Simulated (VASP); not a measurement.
A run of VASP 6.6.1:

Contents of INCAR:

```
PREC = Accurate
ENCUT = 520
EDIFF = 1E-8
ISMEAR = -1
SIGMA = 0.05
LREAL = False
LASPH = True
NELM = 80
ALGO = Normal
ISIF = 2
LWAVE = False
LCHARG = False
LEFG = True
NBANDS = 18
```

KPOINTS

```
Automatic mesh
0
Gamma
  11 11 11
```

Contents of POSCAR:

```
ScCu
1.0
    3.2988470188      0.0000000000      0.0000000000
    0.0000000000      3.2988470188      0.0000000000
    0.0000000000      0.0000000000      3.2988470188
Sc Cu
1 1
Direct
    0.5000000000      0.5000000000      0.5000000000
    0.0000000000      0.0000000000      0.0000000000
```

Potentials or basis: VASP PAW LDA potentials, release 64 (Sc_sv, Cu).

The run is started by

```sh
$ cat potpaw_LDA.64/Sc_sv/POTCAR potpaw_LDA.64/Cu/POTCAR > POTCAR
$ mpirun -np 1 vasp_std > vasp.out
```

Hardware: 1 thread of Intel(R) Xeon(R) Platinum 8375C CPU @ 2.90GHz (Ice Lake), on a shared host.

**Question.** How long does it take, and how much memory?

**Answer.** Wall time 38 s on 1 thread of Intel(R) Xeon(R) Platinum 8375C CPU @ 2.90GHz (Ice Lake) (shared host), peak memory 0.16 GiB. Counts: scf iterations 15, k points 56.
